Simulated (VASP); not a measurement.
Here is a VASP 6.6.1 calculation.

Contents of INCAR:

```
SYSTEM = Ca
  PREC = Accurate
  ENCUT = 520
  EDIFF = 1E-6
  ISMEAR = -1
  SIGMA = 0.08
  LREAL = .FALSE.
  LASPH = .TRUE.
  NELM = 100
  ALGO = Normal
  ISIF = 2
  LWAVE = .FALSE.
  LCHARG = .FALSE.
  GGA = PS
  NBANDS = 11
```

File KPOINTS:

```
Automatic mesh
0
G
  12 12 11
  0 0 0
```

Contents of POSCAR:

```
Ca
1.0
    3.6744248948      0.0000000000      0.0000000000
   -1.8372124474      3.1821453032      0.0000000000
    0.0000000000      0.0000000000      3.4181251275
Ca
1
Direct
    0.0000000000      0.0000000000      0.0000000000
```

Potentials or basis: VASP PAW PBE potentials, release 64 (Ca_sv).

Command:

```console
$ cat potpaw_PBE.64/Ca_sv/POTCAR > POTCAR
$ mpirun -np 1 vasp_std > vasp.out
```

What does it give for the pressure?

0.4 GPa.

Predict the band gap on the k mesh.

zero (band 5 reaches 2.65 eV, above the bottom of band 6 at 1.77 eV).

Caveat: the PAW data sets were made with another functional, which shifts forces and pressure a little.
